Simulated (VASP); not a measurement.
Write the native input for VASP 6.6.1 that does the following.

```yaml
Task: single point
Functional: LDA
Potentials_or_basis: VASP PAW LDA potentials, release 64 (Ti_sv)
Cutoff: 520 eV
k_mesh: 22 × 22 × 22
Occupations: gaussian, width 0.15 eV
Spin: no spin polarisation
Dipole_correction: no
Further_INCAR_settings: ALGO = Fast; EDIFF = 1e-06; NBANDS = 12
```

The structure of Ti lies in POSCAR:

```
Ti
1.0
    0.0000000000      1.9753286834      2.1339475767
    1.9753286834      0.0000000000      2.1339475767
    1.9753286834      1.9753286834      0.0000000000
Ti
1
Direct
    0.0000000000      0.0000000000      0.0000000000
```

These files were run (other wordings do the same):

INCAR

```
SYSTEM = Ti
PREC = Accurate
ENCUT = 520
EDIFF = 1E-6
ISMEAR = 0
SIGMA = 0.15
LREAL = .FALSE.
LASPH = .TRUE.
NELM = 80
ALGO = Fast
ISIF = 2
LWAVE = .FALSE.
LCHARG = .FALSE.
NBANDS = 12
```

KPOINTS

```
Automatic mesh
0
G
  22 22 22
  0 0 0
```

Potentials or basis: VASP PAW LDA potentials, release 64 (Ti_sv).

The run is started by

```sh
$ cat potpaw_LDA.64/Ti_sv/POTCAR > POTCAR
$ mpirun -np 1 vasp_std > vasp.out
```

It gave:

The pressure is -4.5 GPa and the band gap on the k mesh is zero (bands 6 and 7 overlap by 1.22 eV).

Caveat: the cell stands under tension.

Wall time 110 s on 1 thread of Intel(R) Xeon(R) Platinum 8559C (Emerald Rapids), with other jobs on the host, peak memory 0.26 GiB.
